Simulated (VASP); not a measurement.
# Cr (P6/mmm) in VASP: a series of runs

Runs on Cr. Level: PBE. Tasks: single point.

All numbers are computed with VASP 6.6.1; they aren't measurements. Logs are shortened: lines on timing, memory, paths and dates and some standing lists are left out, and cuts for length are marked.

## Step 1: The cell of the first run

Symmetry: P6/mmm, No. 191, hexagonal system. Conventional cell: a = 4.188 Å, b = 4.188 Å, c = 2.826 Å, α = 90.00°, β = 90.00°, γ = 120.00°. Cr (site symmetry 6/mmm) has 14 Cr at 2.80 to 2.83 Å within 3.7 Å. Within 3.2 Å of Cr (site symmetry -6m2) lie 11 Cr at 2.42 to 2.83 Å.

## Step 2: Single point, PBE, collinear spin, ferromagnetic start (Ti replaced by Cr, lengths x 0.921, strained)

INCAR reads:

```
PREC     = Accurate       # precision mode
ENCUT    = 520            # plane-wave cutoff, eV
EDIFF    = 1E-6           # SCF threshold, eV
ISMEAR   = 0              # smearing method
SIGMA    = 0.1            # smearing width, eV
LREAL    = False          # projectors in reciprocal space
LASPH    = True           # aspherical terms in the spheres
NELM     = 150            # most SCF steps
ALGO     = Normal         # electronic algorithm
ISIF     = 2              # what is computed and relaxed
LWAVE    = False          # write WAVECAR
LCHARG   = True           # write CHGCAR
ISPIN    = 2              # spin polarisation
MAGMOM   = 3 3 3          # initial moments
LORBIT   = 11             # projections on sites
LMAXMIX  = 4              # l up to which the mixer works
GGA      = PE             # functional
LELF     = True           # ELF
LVHAR    = True         
NBANDS   = 29             # bands
```

KPOINTS reads:

```
regular mesh
0
Gamma
  6 6 6
```

POSCAR reads:

```
Cr
1.0
    4.1876233620      0.0000000000      0.0000000000
   -2.0938116810      3.6265882130      0.0000000000
    0.0000000000      0.0000000000      2.8255889699
Cr
3
Direct
    0.0000000000      0.0000000000      0.0000000000
    0.3333333300      0.6666666700      0.5000000000
    0.6666666700      0.3333333300      0.5000000000
```

Potentials or basis: VASP PAW PBE potentials, release 64 (Cr_pv).

On the command line:

```sh
$ cat potpaw_PBE.64/Cr_pv/POTCAR > POTCAR
$ mpirun -np 1 vasp_std > vasp.out
```

OUTCAR:

```text
PREC = Accurate
   ENCUT = 520
   EDIFF = 1E-6
   ISMEAR = 0
   LREAL = False
   LASPH = True
   NELM = 150
   ISIF = 2
   ISPIN = 2
   LORBIT = 11
   GGA = PE

 ion  position               nearest neighbor table
   1  0.000  0.000  0.000-   2 2.80   3 2.80   2 2.80   3 2.80   3 2.80   3 2.80   2 2.80   2 2.80
                             3 2.80   3 2.80   2 2.80   2 2.80
   2  0.333  0.667  0.500-   3 2.42   3 2.42   3 2.42   1 2.80   1 2.80   1 2.80   1 2.80   1 2.80
                             1 2.80
   3  0.667  0.333  0.500-   2 2.42   2 2.42   2 2.42   1 2.80   1 2.80   1 2.80   1 2.80   1 2.80
                             1 2.80

  LATTYP: Found a hexagonal cell.
 ALAT       =     4.1876233620
 C/A-ratio  =     0.6747476374

  Lattice vectors:

 A1 = (   4.1876233620,   0.0000000000,   0.0000000000)
 A2 = (  -2.0938116810,   3.6265882130,   0.0000000000)
 A3 = (   0.0000000000,   0.0000000000,   2.8255889699)

Analysis of symmetry for initial positions (statically):
=====================================================================
 Subroutine PRICEL returns:
 Original cell was already a primitive cell.

 Routine SETGRP: Setting up the symmetry group for a
 hexagonal supercell.

 Subroutine GETGRP returns: Found 24 space group operations
 (whereof 24 operations were pure point group operations)
 out of a pool of 24 trial point group operations.

The static configuration has the point symmetry D_6h.

Analysis of symmetry for dynamics (positions and initial velocities):
=====================================================================
 Subroutine PRICEL returns:
 Original cell was already a primitive cell.

 Routine SETGRP: Setting up the symmetry group for a
 hexagonal supercell.

 Subroutine GETGRP returns: Found 24 space group operations
 (whereof 24 operations were pure point group operations)
 out of a pool of 24 trial point group operations.

The dynamic configuration has the point symmetry D_6h.

Analysis of structural, dynamic, and magnetic symmetry:
=====================================================================
 Subroutine PRICEL returns:
 Original cell was already a primitive cell.

 Routine SETGRP: Setting up the symmetry group for a
 hexagonal supercell.

 Subroutine GETGRP returns: Found 24 space group operations
 (whereof 24 operations were pure point group operations)
 out of a pool of 24 trial point group operations.

The overall configuration has the point symmetry D_6h.

 Subroutine INISYM returns: Found 24 space group operations
 (whereof 24 operations are pure point group operations),
 and found     1 'primitive' translations

----------------------------------------------------------------------------------------

                                     Primitive cell

  volume of cell :      42.9116

  direct lattice vectors                    reciprocal lattice vectors
     4.187623362  0.000000000  0.000000000     0.238798935  0.137870630  0.000000000
    -2.093811681  3.626588213  0.000000000     0.000000000  0.275741259  0.000000000
     0.000000000  0.000000000  2.825588970     0.000000000  0.000000000  0.353908516

  length of vectors
     4.187623362  4.187623362  2.825588970     0.275741259  0.275741259  0.353908516

  position of ions in fractional coordinates (direct lattice)
     0.000000000  0.000000000  0.000000000
     0.333333330  0.666666670  0.500000000
     0.666666670  0.333333330  0.500000000

  ion indices of the primitive-cell ions
   primitive index   ion index
                 1           1
                 2           2
                 3           3

----------------------------------------------------------------------------------------

 KPOINTS: regular mesh

Automatic generation of k-mesh.
 Grid dimensions read from file:
 generate k-points for:    6    6    6

 Generating k-lattice:

  Cartesian coordinates                     Fractional coordinates (reciprocal lattice)
     0.039799823  0.022978438  0.000000000     0.166666667 -0.000000000  0.000000000
     0.000000000  0.045956877  0.000000000     0.000000000  0.166666667  0.000000000
     0.000000000  0.000000000  0.058984753     0.000000000  0.000000000  0.166666667

  Length of vectors
     0.045956877  0.045956877  0.058984753

  Shift w.r.t. Gamma in fractional coordinates (k-lattice)
     0.000000000  0.000000000  0.000000000

 Subroutine IBZKPT returns following result:
 ===========================================

 Found     28 irreducible k-points:

 Following reciprocal coordinates:
            Coordinates               Weight
  0.000000  0.000000  0.000000      1.000000
  0.166667  0.000000  0.000000      6.000000
  0.333333  0.000000  0.000000      6.000000
  0.500000  0.000000  0.000000      3.000000
  0.166667  0.166667  0.000000      6.000000
  0.333333  0.166667  0.000000     12.000000
[... 16 lines left out ...]
  0.166667  0.000000  0.500000      6.000000
  0.333333  0.000000  0.500000      6.000000
 [... further k-points ...]
   k-points           NKPTS =     28   k-points in BZ     NKDIM =     28   number of bands    NBANDS=     29
   number of dos      NEDOS =    301   number of ions     NIONS =      3
   total plane-waves  NPLWV =  24576
   dimension x,y,z NGX =    32 NGY =   32 NGZ =   24
   dimension x,y,z NGXF=    64 NGYF=   64 NGZF=   48
   ions per type =               3
   NGX,Y,Z   is equivalent  to a cutoff of  12.70, 12.70, 14.12 a.u.
   NGXF,Y,Z  is equivalent  to a cutoff of  25.41, 25.41, 28.24 a.u.
 SYSTEM =  unknown system
   PREC   = accura    normal or accurate (medium, high low for compatibility)
   ISTART =      0    job   : 0-new  1-cont  2-samecut
   ICHARG =      2    charge: 1-file 2-atom 10-const
   ISPIN  =      2    spin polarized calculation?
   LNONCOLLINEAR =      F non collinear calculations
   LSORBIT =      F    spin-orbit coupling
   LASPH  =      T    aspherical Exc in radial PAW
   ENCUT  =  520.0 eV  38.22 Ry    6.18 a.u.   7.79  7.79  5.25*2*pi/ulx,y,z
   NELM   =    150;   NELMIN=  2; NELMDL= -5     # of ELM steps
   EDIFF  = 0.1E-05   stopping-criterion for ELM
   LREAL  =      F    real-space projection
   EDIFFG = 0.1E-04   stopping-criterion for IOM
   NSW    =      0    number of steps for IOM
   IBRION =     -1    ionic relax: 0-MD 1-quasi-New 2-CG
   NFREE  =      0    steps in history (QN), initial steepest desc. (CG)
   ISIF   =      2    stress and relaxation
   ISYM   =      2    0-nonsym 1-usesym 2-fastsym
   POTIM  = 0.5000    time-step for ionic-motion
   TEBEG  =    0.0;   TEEND  =   0.0 temperature during run
   PSTRESS=    0.0 pullay stress
   NELECT =      36.0000    total number of electrons
   NUPDOWN=      -1.0000    fix difference up-down
   EMIN   =  10.00;   EMAX   =-10.00  energy-range for DOS
   EFERMI =   0.00;   METHOD = LEGACY
   ISMEAR =     0;   SIGMA  =   0.10  broadening in eV -4-tet -1-fermi 0-gaus
   EFERMI_NEDOS =   21; number of points for ismear=-14 and -15
   IALGO  =     38    algorithm
   IMIX   =      4    mixing-type and parameters
     AMIX     =   0.40;   BMIX     =  1.00
     AMIX_MAG =   1.60;   BMIX_MAG =  1.00
  volume/ion in A,a.u.               =      14.30        96.53
  Fermi-wavevector in a.u.,A,eV,Ry     =   1.544012  2.917760 32.435929  2.383974
  Thomas-Fermi vector in A             =   2.649594
   LORBIT       =     11    0 simple, 1 ext, 2 COOP (PROOUT), +10 PAW based schemes
   GGA     = PE    functional components
   LHFCALC =     F    Hartree Fock is set to
   AEXX    =    0.0000 exact exchange contribution
   IVDW    =     0    specifies the selected vdW correction
   LEPSILON=     F    determine dielectric tensor
   LRPA    =     F    only Hartree local field effects (RPA)
 spin polarized calculation
 Gauss-broadening in eV      SIGMA  =   0.10
  energy-cutoff  :      520.00
  volume of cell :       42.91
 maximum number of plane-waves:      1181
 NGX is ok and might be reduce to    32
   NGX = 15   NGY = 15   NGZ = 11

 number of electron      36.0000002 magnetization       2.8361491

 Free energy of the ion-electron system (eV)
  ---------------------------------------------------
  ext. energy  EPLUGINS =         0.00000000
  ---------------------------------------------------
  free energy    TOTEN  =       -26.41236928 eV

  energy without entropy =      -26.38514387  energy(sigma->0) =      -26.39875657

 E-fermi :   8.2543     XC(G=0): -12.4016

 val. band max:        8.2509363071   @ k =   0.0000   0.0000   0.1667
 cond. band min:       8.2732224820   @ k =   0.1667   0.0000   0.0000
 fundamental gap:      0.0222861750
 Fermi energy:         8.2542916058

 spin component 1

 k-point     1 :       0.0000    0.0000    0.0000
  band No.  band energies     occupation
      1     -35.7811      1.00000
      2     -35.7811      1.00000
      3     -35.5668      1.00000
      4     -34.7768      1.00000
      5     -34.7768      1.00000
      6     -34.5830      1.00000
[... 21 lines left out ...]
     28      15.6798      0.00000
     29      15.7623      0.00000

 k-point     2 :       0.1667    0.0000    0.0000
  band No.  band energies     occupation
      1     -35.7841      1.00000
      2     -35.7815      1.00000
      3     -35.5657      1.00000
      4     -34.7820      1.00000
      5     -34.7487      1.00000
      6     -34.5775      1.00000
[... 21 lines left out ...]
     28      14.1476      0.00000
     29      15.7456      0.00000

 k-point     3 :       0.3333    0.0000    0.0000
  band No.  band energies     occupation
      1     -35.7899      1.00000
      2     -35.7794      1.00000
      3     -35.5636      1.00000
      4     -34.7919      1.00000
      5     -34.6913      1.00000
      6     -34.5627      1.00000
[... 638 lines left out ...]
      5     -34.7550      1.00000
      6     -34.7326      1.00000
[... 21 lines left out ...]
     28      15.7532      0.00000
     29      15.7555      0.00000

 k-point    24 :       0.3333    0.0000    0.5000
  band No.  band energies     occupation
      1     -35.7670      1.00000
      2     -35.7557      1.00000
      3     -35.7352      1.00000
      4     -34.7877      1.00000
      5     -34.7273      1.00000
      6     -34.6712      1.00000
[... 21 lines left out ...]
     28      14.7355      0.00000
     29      15.1759      0.00000

 [... further k-points ...]

 spin component 2

 k-point     1 :       0.0000    0.0000    0.0000
  band No.  band energies     occupation
      1     -34.6912      1.00000
      2     -34.6912      1.00000
      3     -34.5607      1.00000
      4     -34.4434      1.00000
      5     -34.2213      1.00000
      6     -34.2213      1.00000
[... 21 lines left out ...]
     28      16.2963      0.00000
     29      16.2963      0.00000

 k-point     2 :       0.1667    0.0000    0.0000
  band No.  band energies     occupation
      1     -34.7064      1.00000
      2     -34.6717      1.00000
      3     -34.5533      1.00000
      4     -34.4502      1.00000
      5     -34.2373      1.00000
      6     -34.2053      1.00000
[... 21 lines left out ...]
     28      15.8437      0.00000
     29      15.8541      0.00000

 k-point     3 :       0.3333    0.0000    0.0000
  band No.  band energies     occupation
      1     -34.7343      1.00000
      2     -34.6173      1.00000
      3     -34.5344      1.00000
      4     -34.4676      1.00000
      5     -34.2886      1.00000
      6     -34.1759      1.00000
[... 638 lines left out ...]
      5     -34.2205      1.00000
      6     -34.1810      1.00000
[... 21 lines left out ...]
     28      15.8537      0.00000
     29      16.7349      0.00000

 k-point    24 :       0.3333    0.0000    0.5000
  band No.  band energies     occupation
      1     -34.7143      1.00000
      2     -34.7021      1.00000
      3     -34.6284      1.00000
      4     -34.5984      1.00000
      5     -34.2791      1.00000
      6     -34.1595      1.00000
[... 21 lines left out ...]
     28      15.7102      0.00000
     29      15.8534      0.00000

 [... further k-points ...]

------------------------ aborting loop because EDIFF is reached ----------------------------------------

  FORCE on cell =-STRESS in cart. coord.  units (eV):
  Direction    XX          YY          ZZ          XY          YZ          ZX
  --------------------------------------------------------------------------------------
  -------------------------------------------------------------------------------------
  Total       -4.9269081     -4.9269081     -6.1921521      0.0000000      0.0000000      0.0000000
  in kB     -183.9544061   -183.9544061   -231.1944232      0.0000000      0.0000000      0.0000000
  external PRESSURE =    -199.7010785 kB  Pullay stress =       0.0000000 kB

 VOLUME and BASIS-vectors are now :
 -----------------------------------------------------------------------------
  energy-cutoff  :      520.00
  volume of cell :       42.91
      direct lattice vectors                 reciprocal lattice vectors
     4.187623362  0.000000000  0.000000000     0.238798935  0.137870630  0.000000000
    -2.093811681  3.626588213  0.000000000     0.000000000  0.275741259  0.000000000
     0.000000000  0.000000000  2.825588970     0.000000000  0.000000000  0.353908516

 POSITION                                       TOTAL-FORCE (eV/Angst)
 -----------------------------------------------------------------------------------
      0.00000      0.00000      0.00000         0.000000      0.000000      0.000000
     -0.00000      2.41773      1.41279         0.000000      0.000000      0.000000
      2.09381      1.20886      1.41279        -0.000000      0.000000      0.000000
 -----------------------------------------------------------------------------------
    total drift:                               -0.000000      0.000000     -0.000000

  FREE ENERGIE OF THE ION-ELECTRON SYSTEM (eV)
  ---------------------------------------------------
  free  energy   TOTEN  =       -26.4123692774 eV

  energy  without entropy=      -26.3851438714  energy(sigma->0) =      -26.39875657

 total charge

# of ion       s       p       d       tot
------------------------------------------
    1        0.355   6.263   3.999  10.618
    2        0.394   6.271   4.152  10.816
    3        0.394   6.271   4.152  10.816
--------------------------------------------------
tot          1.143  18.805  12.302  32.250

 magnetization (x)

# of ion       s       p       d       tot
------------------------------------------
    1        0.027   0.041   2.406   2.475
    2       -0.020   0.017   0.067   0.064
    3       -0.020   0.017   0.067   0.064
--------------------------------------------------
tot         -0.012   0.074   2.540   2.602
```

Wall time 1.7 min (1 thread of Intel Xeon Platinum 8259CL at 2.50GHz (Skylake/Cascade Lake), shared host); peak memory 0.2 GiB.

Results:

- Free energy: -26.4124 eV
- Pressure: -20.0 GPa
- Net moment: 2.84 μB per cell
- Site moments: Cr +2.48, +0.06 μB
- Valence electrons inside the program's atomic spheres: Cr 10.62, 10.82

Stress tensor (GPa, compression positive):
```
-18.40   0.00   0.00
  0.00 -18.40   0.00
  0.00   0.00 -23.12
```

Levels at points of the mesh, in eV from the Fermi level:
Spin up:
| k point | band 17 | band 18 | band 19 | band 20 | band 21 | band 22 |
| --- | --- | --- | --- | --- | --- | --- |
| (0.00, 0.00, 0.00) | -0.64 | -0.62 | -0.62 | -0.19 | -0.19 | 0.13 |
| (0.50, 0.00, 0.00) | -1.16 | -0.64 | -0.56 | 0.22 | 0.68 | 0.94 |
| (0.00, 0.00, 0.50) | -0.15 | 0.15 | 0.15 | 0.82 | 0.82 | 1.54 |
| (0.50, 0.00, 0.50) | -1.17 | -0.49 | -0.17 | 0.46 | 0.72 | 1.51 |
Spin down:
```tsv
k point	band 15	band 16	band 17	band 18	band 19	band 20
(0.00, 0.00, 0.00)	-0.97	-0.59	0.15	0.15	0.69	0.77
(0.50, 0.00, 0.00)	-1.00	-0.45	0.15	0.26	0.69	0.77
(0.00, 0.00, 0.50)	-1.94	-0.05	-0.05	0.26	0.26	2.27
(0.50, 0.00, 0.50)	-1.36	0.03	0.08	0.36	0.83	1.29
```

Caveat: the k points lie up to 0.37 Å⁻¹ apart; the cell differs from its parent crystal (Ti replaced by Cr, lengths x 0.921, strained).

## Step 3: Single point, PBE, collinear spin, ferromagnetic start (Ti replaced by Cr, lengths x 0.921, strained)

INCAR reads:

```
SYSTEM = Cr
  PREC = Accurate
  ENCUT = 520
  EDIFF = 1E-7
  ISMEAR = 0
  SIGMA = 0.1
  LREAL = .False.
  LASPH = .True.
  NELM = 150
  ALGO = Normal
  ISIF = 2
  LWAVE = .False.
  LCHARG = .True.
  ISPIN = 2
  MAGMOM = 3 3 3
  LORBIT = 11
  LMAXMIX = 4
  GGA = PE
  LELF = .True.
  LVHAR = .True.
  NBANDS = 29
```

KPOINTS reads:

```
Automatic mesh
0
Gamma
  6 6 8
  0 0 0
```

POSCAR reads:

```
Cr
1.0
    4.2173717590      0.0000000000      0.0000000000
   -2.1086858795      3.6523510805      0.0000000000
    0.0000000000      0.0000000000      2.6096659921
Cr
3
Direct
    0.0000000000      0.0000000000      0.0000000000
    0.3333333300      0.6666666700      0.5000000000
    0.6666666700      0.3333333300      0.5000000000
```

Potentials or basis: VASP PAW PBE potentials, release 64 (Cr_pv).

On the command line:

```sh
$ cat potpaw_PBE.64/Cr_pv/POTCAR > POTCAR
$ mpirun -np 1 vasp_std > vasp.out
```

It took 1.8 min on 1 thread of Intel Xeon Platinum 8259CL at 2.50GHz (Skylake/Cascade Lake), shared host; peak memory 0.2 GiB.

It converged, with:

```yaml
Free_energy: -26.8487 eV
Pressure: -19.1 GPa
Net_moment: 2.56 μB per cell
Site_moments: Cr +1.14, +0.63 μB
Valence_electrons_inside_the_program's_atomic_spheres: Cr 10.74, 10.85
```

Stress tensor (GPa, compression positive):
```
-14.54   0.00   0.00
  0.00 -14.54   0.00
  0.00   0.00 -28.26
```

Levels at points of the mesh, in eV from the Fermi level:
Spin up:
```tsv
k point	band 15	band 16	band 17	band 18	band 19	band 20	band 21	band 22	band 23	band 24
(0.00, 0.00, 0.00)	-1.73	-1.32	-0.86	-0.33	-0.33	0.10	0.10	0.22	0.22	1.81
(0.50, 0.00, 0.00)	-1.78	-1.27	-0.89	-0.59	0.22	0.35	0.88	1.03	1.29	1.36
(0.00, 0.00, 0.50)	-2.49	-0.39	-0.39	-0.38	-0.38	1.21	1.21	1.64	1.64	2.40
(0.50, 0.00, 0.50)	-1.68	-1.07	-0.54	-0.53	0.06	0.51	1.25	1.40	1.65	2.20
```
Spin down:
| k point | band 14 | band 15 | band 16 | band 17 | band 18 | band 19 | band 20 | band 21 |
| --- | --- | --- | --- | --- | --- | --- | --- | --- |
| (0.00, 0.00, 0.00) | -1.22 | -1.22 | -0.92 | -0.23 | 0.44 | 0.44 | 0.86 | 0.86 |
| (0.50, 0.00, 0.00) | -1.29 | -1.28 | -0.46 | -0.28 | 0.20 | 0.99 | 1.17 | 1.20 |
| (0.00, 0.00, 0.50) | -2.22 | -2.12 | 0.22 | 0.22 | 0.23 | 0.23 | 2.21 | 2.21 |
| (0.50, 0.00, 0.50) | -1.45 | -1.24 | -0.26 | 0.25 | 0.40 | 0.44 | 1.27 | 1.81 |

Caveat: the cell differs from its parent crystal (Ti replaced by Cr, lengths x 0.921, strained).
